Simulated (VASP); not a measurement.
# Mg6CuC in VASP: a series of runs

The runs below take Mg6CuC through single point, with PBE.

All numbers are computed with VASP 6.6.1; they aren't measurements. Logs are shortened: lines on timing, memory, paths and dates and some standing lists are left out, and cuts for length are marked.

## (1) The cell of the first run

The structure is orthorhombic, space group Amm2 (No. 38). The conventional cell has a = 3.518 Å, b = 8.172 Å, c = 10.050 Å, α = 90.00°, β = 90.00°, γ = 90.00°. Cu (site symmetry mm2) has 10 Mg at 2.59 to 3.52 Å and 2 Cu at 3.52 Å within 3.6 Å. Within 3.6 Å of Mg (site symmetry mm2) lie 2 Cu at 2.61 Å and 12 Mg at 3.02 to 3.52 Å. Within 3.7 Å of Mg (site symmetry m) lie 2 Cu at 2.59 Å and 1 C at 2.66 Å and 11 Mg at 2.88 to 3.60 Å. Within 3.1 Å of Mg (site symmetry mm2) lie 2 C at 2.26 Å and 8 Mg at 2.82 to 3.02 Å. Mg (site symmetry m) has 2 C at 2.47 Å and 8 Mg at 2.80 to 3.21 Å and 1 Cu at 3.23 Å within 3.3 Å. Within 3.0 Å of C (site symmetry mm2) lie 8 Mg at 2.26 to 2.66 Å.

## (2) Single point, PBE

INCAR

```
SYSTEM = Mg6CuC
PREC     = Accurate       ! precision mode
ENCUT    = 520            ! plane-wave cutoff, eV
EDIFF    = 1E-7           ! SCF threshold, eV
ISMEAR   = -1             ! smearing method
SIGMA    = 0.05           ! smearing width, eV
LREAL    = .FALSE.        ! projectors in reciprocal space
LASPH    = .TRUE.         ! aspherical terms in the spheres
NELM     = 80             ! most SCF steps
ALGO     = Normal         ! electronic algorithm
ISIF     = 2              ! what is computed and relaxed
LWAVE    = .FALSE.        ! write WAVECAR
LCHARG   = .TRUE.         ! write CHGCAR
GGA      = PE             ! functional
LELF     = .TRUE.         ! ELF
LVHAR    = .TRUE.       
NBANDS   = 24             ! bands
```

KPOINTS

```
Automatic mesh
0
G
  8 4 4
  0 0 0
```

POSCAR

```
Mg6CuC
1.0
    3.5178950000      0.0000000000      0.0000000000
    0.0000000000      4.0859640000      5.0251790000
    0.0000000000     -4.0859640000      5.0251790000
Cu Mg C
1 6 1
Direct
    0.0000000000      0.9444530000      0.9444530000
    0.5000000000      0.1360030000      0.1360030000
    0.5000000000      0.1056520000      0.6648860000
    0.5000000000      0.6648860000      0.1056520000
    0.0000000000      0.3801430000      0.3801430000
    0.0000000000      0.4522560000      0.7951160000
    0.0000000000      0.7951160000      0.4522560000
    0.5000000000      0.5214920000      0.5214920000
```

Potentials or basis: VASP PAW PBE potentials, release 64 (Cu, Mg, C).

Run with:

```console
$ cat potpaw_PBE.64/Cu/POTCAR potpaw_PBE.64/Mg/POTCAR potpaw_PBE.64/C/POTCAR > POTCAR
$ mpirun -np 1 vasp_std > vasp.out
```

OUTCAR:

```text
SYSTEM = Mg6CuC
   PREC = Accurate
   ENCUT = 520
   EDIFF = 1E-7
   ISMEAR = -1
   LREAL = .FALSE.
   LASPH = .TRUE.
   NELM = 80
   ISIF = 2
   GGA = PE

 ion  position               nearest neighbor table
   1  0.000  0.944  0.944-   3 2.59   4 2.59   3 2.59   4 2.59   2 2.61   2 2.61
   2  0.500  0.136  0.136-   1 2.61   1 2.61   5 3.02   5 3.02   4 3.10   3 3.10   6 3.21   7 3.21
                             6 3.21   7 3.21   4 3.39   3 3.39
   3  0.500  0.106  0.665-   1 2.59   1 2.59   8 2.66   5 2.88   5 2.88   2 3.10   6 3.10   6 3.10
                             7 3.19   7 3.19   2 3.39   4 3.60
   4  0.500  0.665  0.106-   1 2.59   1 2.59   8 2.66   5 2.88   5 2.88   2 3.10   7 3.10   7 3.10
                             6 3.19   6 3.19   2 3.39   3 3.60
   5  0.000  0.380  0.380-   8 2.26   8 2.26   6 2.82   7 2.82   3 2.88   3 2.88   4 2.88   4 2.88
                             2 3.02   2 3.02
   6  0.000  0.452  0.795-   8 2.47   8 2.47   7 2.80   5 2.82   3 3.10   3 3.10   4 3.19   4 3.19
                             2 3.21   2 3.21
   7  0.000  0.795  0.452-   8 2.47   8 2.47   6 2.80   5 2.82   4 3.10   4 3.10   3 3.19   3 3.19
                             2 3.21   2 3.21
   8  0.500  0.521  0.521-   5 2.26   5 2.26   7 2.47   6 2.47   6 2.47   7 2.47   3 2.66   4 2.66

  LATTYP: Found a base centered orthorhombic cell.
 ALAT       =     8.1719280000
 B/A-ratio  =     1.2298637482
 C/A-ratio  =     0.4304853151

  Lattice vectors:

 A1 = (   0.0000000000,   4.0859640000,  -5.0251790000)
 A2 = (   0.0000000000,   4.0859640000,   5.0251790000)
 A3 = (   3.5178950000,   0.0000000000,   0.0000000000)

Analysis of symmetry for initial positions (statically):
=====================================================================
 Subroutine PRICEL returns:
 Original cell was already a primitive cell.

 Routine SETGRP: Setting up the symmetry group for a
 base centered orthorhombic supercell.

 Subroutine GETGRP returns: Found  4 space group operations
 (whereof  4 operations were pure point group operations)
 out of a pool of  8 trial point group operations.

The static configuration has the point symmetry C_2v.

Analysis of symmetry for dynamics (positions and initial velocities):
=====================================================================
 Subroutine PRICEL returns:
 Original cell was already a primitive cell.

 Routine SETGRP: Setting up the symmetry group for a
 base centered orthorhombic supercell.

 Subroutine GETGRP returns: Found  4 space group operations
 (whereof  4 operations were pure point group operations)
 out of a pool of  8 trial point group operations.

The dynamic configuration has the point symmetry C_2v.

 Subroutine INISYM returns: Found  4 space group operations
 (whereof  4 operations are pure point group operations),
 and found     1 'primitive' translations

----------------------------------------------------------------------------------------

                                     Primitive cell

  volume of cell :     144.4638

  direct lattice vectors                    reciprocal lattice vectors
     3.517895000  0.000000000  0.000000000     0.284260900  0.000000000  0.000000000
     0.000000000  4.085964000  5.025179000     0.000000000  0.122370143  0.099498943
     0.000000000 -4.085964000  5.025179000     0.000000000 -0.122370143  0.099498943

  length of vectors
     3.517895000  6.476690960  6.476690960     0.284260900  0.157716491  0.157716491

  position of ions in fractional coordinates (direct lattice)
     0.000000000  0.944453000  0.944453000
     0.500000000  0.136003000  0.136003000
     0.500000000  0.105652000  0.664886000
     0.500000000  0.664886000  0.105652000
     0.000000000  0.380143000  0.380143000
     0.000000000  0.452256000  0.795116000
     0.000000000  0.795116000  0.452256000
     0.500000000  0.521492000  0.521492000

  ion indices of the primitive-cell ions
   primitive index   ion index
                 1           1
                 2           2
                 3           3
                 4           4
                 5           5
                 6           6
                 7           7
                 8           8

----------------------------------------------------------------------------------------

 KPOINTS: Automatic mesh

Automatic generation of k-mesh.
 Grid dimensions read from file:
 generate k-points for:    8    4    4

 Generating k-lattice:

  Cartesian coordinates                     Fractional coordinates (reciprocal lattice)
     0.035532613  0.000000000  0.000000000     0.125000000  0.000000000  0.000000000
     0.000000000  0.030592536  0.024874736     0.000000000  0.250000000  0.000000000
     0.000000000 -0.030592536  0.024874736     0.000000000  0.000000000  0.250000000

  Length of vectors
     0.035532613  0.039429123  0.039429123

  Shift w.r.t. Gamma in fractional coordinates (k-lattice)
     0.000000000  0.000000000  0.000000000

 Subroutine IBZKPT returns following result:
 ===========================================

 Found     35 irreducible k-points:

 Following reciprocal coordinates:
            Coordinates               Weight
  0.000000  0.000000  0.000000      1.000000
  0.125000  0.000000  0.000000      2.000000
  0.250000  0.000000  0.000000      2.000000
  0.375000  0.000000  0.000000      2.000000
  0.500000  0.000000  0.000000      1.000000
  0.000000  0.250000  0.000000      4.000000
[... 16 lines left out ...]
  0.250000  0.500000  0.250000      8.000000
  0.375000  0.500000  0.250000      8.000000
 [... further k-points ...]
   k-points           NKPTS =     35   k-points in BZ     NKDIM =     35   number of bands    NBANDS=     24
   number of dos      NEDOS =    301   number of ions     NIONS =      8
   total plane-waves  NPLWV =  64512
   dimension x,y,z NGX =    28 NGY =   48 NGZ =   48
   dimension x,y,z NGXF=    56 NGYF=   96 NGZF=   96
   ions per type =               1   6   1
   NGX,Y,Z   is equivalent  to a cutoff of  13.23, 12.32, 12.32 a.u.
   NGXF,Y,Z  is equivalent  to a cutoff of  26.46, 24.64, 24.64 a.u.
 SYSTEM =  Mg6CuC
   PREC   = accura    normal or accurate (medium, high low for compatibility)
   ISTART =      0    job   : 0-new  1-cont  2-samecut
   ICHARG =      2    charge: 1-file 2-atom 10-const
   ISPIN  =      1    spin polarized calculation?
   LNONCOLLINEAR =      F non collinear calculations
   LSORBIT =      F    spin-orbit coupling
   LASPH  =      T    aspherical Exc in radial PAW
   ENCUT  =  520.0 eV  38.22 Ry    6.18 a.u.   6.54 12.04 12.04*2*pi/ulx,y,z
   NELM   =     80;   NELMIN=  2; NELMDL= -5     # of ELM steps
   EDIFF  = 0.1E-06   stopping-criterion for ELM
   LREAL  =      F    real-space projection
   EDIFFG = 0.1E-05   stopping-criterion for IOM
   NSW    =      0    number of steps for IOM
   IBRION =     -1    ionic relax: 0-MD 1-quasi-New 2-CG
   NFREE  =      0    steps in history (QN), initial steepest desc. (CG)
   ISIF   =      2    stress and relaxation
   ISYM   =      2    0-nonsym 1-usesym 2-fastsym
   POTIM  = 0.5000    time-step for ionic-motion
   TEBEG  =    0.0;   TEEND  =   0.0 temperature during run
   PSTRESS=    0.0 pullay stress
   NELECT =      27.0000    total number of electrons
   NUPDOWN=      -1.0000    fix difference up-down
   EMIN   =  10.00;   EMAX   =-10.00  energy-range for DOS
   EFERMI =   0.00;   METHOD = LEGACY
   ISMEAR =    -1;   SIGMA  =   0.05  broadening in eV -4-tet -1-fermi 0-gaus
   EFERMI_NEDOS =   21; number of points for ismear=-14 and -15
   IALGO  =     38    algorithm
   IMIX   =      4    mixing-type and parameters
     AMIX     =   0.40;   BMIX     =  1.00
     AMIX_MAG =   1.60;   BMIX_MAG =  1.00
  volume/ion in A,a.u.               =      18.06       121.86
  Fermi-wavevector in a.u.,A,eV,Ry     =   0.936001  1.768786 11.920042  0.876098
  Thomas-Fermi vector in A             =   2.062966
   LORBIT       =      0    0 simple, 1 ext, 2 COOP (PROOUT), +10 PAW based schemes
   GGA     = PE    functional components
[... 5 lines left out ...]
 non-spin polarized calculation
  energy-cutoff  :      520.00
  volume of cell :      144.46
 maximum number of plane-waves:      3915
 NGX is ok and might be reduce to    28
   NGX = 13   NGY = 25   NGZ = 25

 number of electron      26.9999994 magnetization

 Free energy of the ion-electron system (eV)
  ---------------------------------------------------
  ext. energy  EPLUGINS =         0.00000000
  ---------------------------------------------------
  free energy    TOTEN  =       -20.09525087 eV

  energy without entropy =      -20.07456717  energy(sigma->0) =      -20.08490902

 E-fermi :   3.4746     XC(G=0):  -9.2444

 val. band max:        3.4656965882   @ k =   0.5000   0.0000   0.0000
 cond. band min:       3.4842760343   @ k =   0.5000  -0.2500   0.2500
 fundamental gap:      0.0185794461
 Fermi energy:         3.4746446723

 k-point     1 :       0.0000    0.0000    0.0000
  band No.  band energies     occupation
      1      -6.8150      2.00000
      2      -2.9643      2.00000
      3      -1.0680      2.00000
      4      -0.6187      2.00000
      5      -0.2803      2.00000
      6      -0.0677      2.00000
[... 16 lines left out ...]
     23      10.4214      0.00000
     24      10.5884      0.00000

 k-point     2 :       0.1250    0.0000    0.0000
  band No.  band energies     occupation
      1      -6.6962      2.00000
      2      -2.7929      2.00000
      3      -0.9241      2.00000
      4      -0.4628      2.00000
      5      -0.1780      2.00000
      6      -0.0040      2.00000
[... 16 lines left out ...]
     23      10.1763      0.00000
     24      10.3509      0.00000

 k-point     3 :       0.2500    0.0000    0.0000
  band No.  band energies     occupation
      1      -6.3711      2.00000
      2      -2.3108      2.00000
      3      -0.5513      2.00000
      4      -0.0876      2.00000
      5       0.0340      2.00000
      6       0.0376      2.00000
[... 16 lines left out ...]
     23       8.9576      0.00000
     24      10.4591      0.00000

 k-point     4 :       0.3750    0.0000    0.0000
  band No.  band energies     occupation
      1      -5.9641      2.00000
      2      -1.7801      2.00000
      3      -0.4196      2.00000
      4      -0.2608      2.00000
      5       0.0784      2.00000
      6       0.2099      2.00000
[... 16 lines left out ...]
     23       8.7259      0.00000
     24       9.3968      0.00000

 k-point     5 :       0.5000    0.0000    0.0000
  band No.  band energies     occupation
      1      -5.7554      2.00000
      2      -1.7725      2.00000
      3      -0.2141      2.00000
      4      -0.1366      2.00000
      5       0.2018      2.00000
      6       0.2784      2.00000
[... 451 lines left out ...]
 k-point    22 :       0.1250    0.5000    0.2500
  band No.  band energies     occupation
      1      -6.6218      2.00000
      2      -2.8087      2.00000
      3      -1.7200      2.00000
      4      -0.9760      2.00000
      5       0.0646      2.00000
      6       0.1649      2.00000
[... 16 lines left out ...]
     23       9.2000      0.00000
     24       9.7241      0.00000

 k-point    23 :       0.2500    0.5000    0.2500
  band No.  band energies     occupation
      1      -6.3115      2.00000
      2      -2.2464      2.00000
      3      -1.2331      2.00000
      4      -0.5651      2.00000
      5       0.0490      2.00000
      6       0.1249      2.00000
[... 16 lines left out ...]
     23       9.0079      0.00000
     24       9.2755      0.00000

 k-point    24 :       0.3750    0.5000    0.2500
  band No.  band energies     occupation
      1      -5.9260      2.00000
      2      -1.3688      2.00000
      3      -0.9320      2.00000
      4      -0.4005      2.00000
      5      -0.1686      2.00000
      6       0.1754      2.00000
[... 16 lines left out ...]
     23       8.4583      0.00000
     24       8.7100      0.00000

 [... further k-points ...]

------------------------ aborting loop because EDIFF is reached ----------------------------------------

  FORCE on cell =-STRESS in cart. coord.  units (eV):
  Direction    XX          YY          ZZ          XY          YZ          ZX
  --------------------------------------------------------------------------------------
  -------------------------------------------------------------------------------------
  Total       -1.9521800      0.5738219      1.0163766      0.0000000      0.0000000      0.0000000
  in kB      -21.6506779      6.3639795     11.2721376      0.0000000      0.0000000      0.0000000
  external PRESSURE =      -1.3381869 kB  Pullay stress =       0.0000000 kB

 VOLUME and BASIS-vectors are now :
 -----------------------------------------------------------------------------
  energy-cutoff  :      520.00
  volume of cell :      144.46
      direct lattice vectors                 reciprocal lattice vectors
     3.517895000  0.000000000  0.000000000     0.284260900  0.000000000  0.000000000
     0.000000000  4.085964000  5.025179000     0.000000000  0.122370143  0.099498943
     0.000000000 -4.085964000  5.025179000     0.000000000 -0.122370143  0.099498943

 POSITION                                       TOTAL-FORCE (eV/Angst)
 -----------------------------------------------------------------------------------
      0.00000      0.00000      9.49209         0.000000      0.000000     -0.072723
      1.75895      0.00000      1.36688         0.000000      0.000000      0.118093
      1.75895     -2.28501      3.87209         0.000000      0.127118     -0.029722
      1.75895      2.28501      3.87209         0.000000     -0.127118     -0.029722
      0.00000      0.00000      3.82057         0.000000      0.000000     -0.082584
      0.00000     -1.40091      6.26827         0.000000      0.000367      0.065293
      0.00000      1.40091      6.26827         0.000000     -0.000367      0.065293
      1.75895      0.00000      5.24118         0.000000      0.000000     -0.033928
 -----------------------------------------------------------------------------------
    total drift:                               -0.000000     -0.000000      0.000258

  FREE ENERGIE OF THE ION-ELECTRON SYSTEM (eV)
  ---------------------------------------------------
  free  energy   TOTEN  =       -20.0952508674 eV

  energy  without entropy=      -20.0745671708  energy(sigma->0) =      -20.08490902
```

Run time: 97 s. Hardware: 1 thread of Intel Xeon Platinum 8488C (Sapphire Rapids), shared host; peak memory 0.32 GiB.

Results:

```
Free energy            : -20.0953 eV
Pressure               : -0.1 GPa
Largest force          : 0.131 eV/Å
Band gap on the k mesh : zero (an odd number of electrons rules out a gap without spin polarisation)
```

Forces on the atoms (eV/Å):
```
Cu   0.000  0.000 -0.073
Mg   0.000  0.000  0.118
Mg   0.000  0.127 -0.030
Mg   0.000 -0.127 -0.030
Mg   0.000  0.000 -0.083
Mg   0.000  0.000  0.065
Mg   0.000  0.000  0.065
C    0.000  0.000 -0.034
```

## (3) Single point, PBE (atoms moved at random)

INCAR

```
PREC = Accurate ; ENCUT = 520
EDIFF = 1E-7 ; ISMEAR = -1
SIGMA = 0.05 ; LREAL = F
LASPH = T ; NELM = 80
ALGO = Normal ; ISIF = 2
LWAVE = F ; LCHARG = F
GGA = PE ; NBANDS = 24
```

KPOINTS

```
Automatic mesh
0
Gamma
  8 4 4
```

POSCAR

```
Mg6CuC
1.0
    3.5178950000      0.0000000000      0.0000000000
    0.0000000000      4.0859640000      5.0251790000
    0.0000000000     -4.0859640000      5.0251790000
Cu Mg C
1 6 1
Direct
    0.0034160000      0.9371950000      0.9425770000
    0.4982720000      0.1400650000      0.1395440000
    0.5061880000      0.1104600000      0.6603220000
    0.4988040000      0.6671780000      0.1088060000
    0.0147310000      0.3837960000      0.3832230000
    0.0024350000      0.4492130000      0.7972110000
   -0.0065020000      0.7937460000      0.4537930000
    0.5135550000      0.5306280000      0.5230640000
```

Potentials or basis: VASP PAW PBE potentials, release 64 (Cu, Mg, C).

Run with:

```console
$ cat potpaw_PBE.64/Cu/POTCAR potpaw_PBE.64/Mg/POTCAR potpaw_PBE.64/C/POTCAR > POTCAR
$ mpirun -np 1 vasp_std > vasp.out
```

OUTCAR:

```text
PREC = Accurate
   ENCUT = 520
   EDIFF = 1E-7
   ISMEAR = -1
   LREAL = F
   LASPH = T
   NELM = 80
   ISIF = 2
   GGA = PE

 ion  position               nearest neighbor table
   1  0.003  0.937  0.943-   4 2.55   4 2.57   3 2.61   3 2.63   2 2.66   2 2.68
   2  0.498  0.140  0.140-   1 2.66   1 2.68   5 2.98   5 3.05   4 3.11   3 3.15   6 3.19   6 3.20
                             7 3.22   7 3.23   3 3.34   4 3.38
   3  0.506  0.110  0.660-   1 2.61   1 2.63   8 2.69   5 2.84   5 2.87   6 3.07   6 3.09   2 3.15
[... 871 lines left out ...]
  Total       -2.1238804      0.8232576      0.9611185     -0.0370544      0.2054050     -0.0861200
  in kB      -23.5549239      9.1303497     10.6592979     -0.4109522      2.2780469     -0.9551153
  external PRESSURE =      -1.2550921 kB  Pullay stress =       0.0000000 kB

 VOLUME and BASIS-vectors are now :
 -----------------------------------------------------------------------------
  energy-cutoff  :      520.00
  volume of cell :      144.46
      direct lattice vectors                 reciprocal lattice vectors
     3.517895000  0.000000000  0.000000000     0.284260900  0.000000000  0.000000000
     0.000000000  4.085964000  5.025179000     0.000000000  0.122370143  0.099498943
     0.000000000 -4.085964000  5.025179000     0.000000000 -0.122370143  0.099498943

 POSITION                                       TOTAL-FORCE (eV/Angst)
 -----------------------------------------------------------------------------------
      0.01202     -0.02199      9.44619        -0.047897      0.212956      0.109790
      1.75287      0.00213      1.40509         0.058808     -0.009692     -0.127800
      1.78072     -2.24672      3.87332         0.003968     -0.126995      0.001389
      1.75474      2.28149      3.89946         0.128371     -0.166934     -0.092866
      0.05182      0.00234      3.85441        -0.144479      0.076450     -0.151819
      0.00857     -1.42191      6.26350         0.022468      0.056719      0.238837
      3.49502      1.38904      6.26911         0.093068      0.049410      0.234515
      1.80663      0.03091      5.29499        -0.114306     -0.091914     -0.212046
 -----------------------------------------------------------------------------------
    total drift:                                0.000071      0.000210     -0.000416

  FREE ENERGIE OF THE ION-ELECTRON SYSTEM (eV)
  ---------------------------------------------------
  free  energy   TOTEN  =       -20.0695388606 eV

  energy  without entropy=      -20.0496438313  energy(sigma->0) =      -20.05959135
```

It took 2.8 min on 1 thread of Intel Xeon Platinum 8488C (Sapphire Rapids), shared host; peak memory 0.39 GiB.

What came out:

| Item | Value |
| --- | --- |
| Free energy | -20.0695 eV |
| Pressure | -0.1 GPa |
| Largest force | 0.258 eV/Å |
| Band gap on the k mesh | zero (an odd number of electrons rules out a gap without spin polarisation) |

Forces in eV/Å, atoms in the order of the input:
```
Cu  -0.048  0.213  0.110
Mg   0.059 -0.010 -0.128
Mg   0.004 -0.127  0.001
Mg   0.128 -0.167 -0.093
Mg  -0.144  0.076 -0.152
Mg   0.022  0.057  0.239
Mg   0.093  0.049  0.235
C   -0.114 -0.092 -0.212
```

Stress tensor (GPa, compression positive):
```
-2.36 -0.04 -0.10
-0.04  0.91  0.23
-0.10  0.23  1.07
```

Caveat: the cell differs from its parent crystal (atoms moved at random).
